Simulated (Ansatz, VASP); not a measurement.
In in VASP and in Ansatz

File INCAR:

```
SYSTEM = In
PREC     = Accurate       ! precision mode
ENCUT    = 520            ! plane-wave cutoff, eV
EDIFF    = 1E-6           ! SCF threshold, eV
ISMEAR   = 0              ! smearing method
SIGMA    = 0.15           ! smearing width, eV
LREAL    = .False.        ! projectors in reciprocal space
LASPH    = .True.         ! aspherical terms in the spheres
NELM     = 80             ! most SCF steps
ALGO     = Fast           ! electronic algorithm
ISIF     = 2              ! what is computed and relaxed
LWAVE    = .False.        ! write WAVECAR
LCHARG   = .True.         ! write CHGCAR
GGA      = PS             ! functional
LELF     = .True.         ! ELF
LVHAR    = .True.       
NBANDS   = 12             ! bands
```

The input KPOINTS:

```
Automatic mesh
0
Gamma
  20 20 20
  0 0 0
```

Contents of POSCAR:

```
In
1.0
   -1.6017577500      1.6017577500      2.5110592500
    1.6017577500     -1.6017577500      2.5110592500
    1.6017577500      1.6017577500     -2.5110592500
In
1
Direct
    0.0000000000      0.0000000000      0.0000000000
```

Input for Ansatz:

```yaml
crystal:
  lattice:
    - [-1.60175775, 1.60175775, 2.51105925]
    - [1.60175775, -1.60175775, 2.51105925]
    - [1.60175775, 1.60175775, -2.51105925]
  atoms:
    - { symbol: In, position: [0.0, 0.0, 0.0] }
basis:
  ecutwfc: 420
kpoints:
  mp_grid: { grid: [20, 20, 20] }
hamiltonian:
  xc: pbesol
scf:
  occupations: { method: gaussian, width: 0.15 }
output:
  forces: true
  stress: true
  eigenvalues: true
```

Change from the starting cell: strain -0.015 along x and y, +0.015 along z, atoms carried along.

Alike in both runs: task single point; functional PBEsol; k mesh 20 × 20 × 20; occupations gaussian, width 0.15 eV; no spin polarisation.

|  | VASP | Ansatz |
| --- | --- | --- |
| version | VASP 6.6.1 | Ansatz 0.2.0 |
| potentials or method | VASP PAW PBE potentials, release 64 (In_d), cutoff 520 eV | scalar-relativistic, plane waves, PAW |
| valence electrons in the cell | 13 | 13 |

|  | VASP | Ansatz | Ansatz less VASP |
| --- | --- | --- | --- |
| gap on the k mesh at the Fermi level (eV) | none | none | - |
| pressure (GPa) | -0.3 | -0.3 | -0.01 |

VASP's potentials were made for PBE, not for PBEsol. A gap of «none» marks a metal or a gap that the smearing closes. With one functional, cell and mesh, what is left measures potentials, basis and numerics.
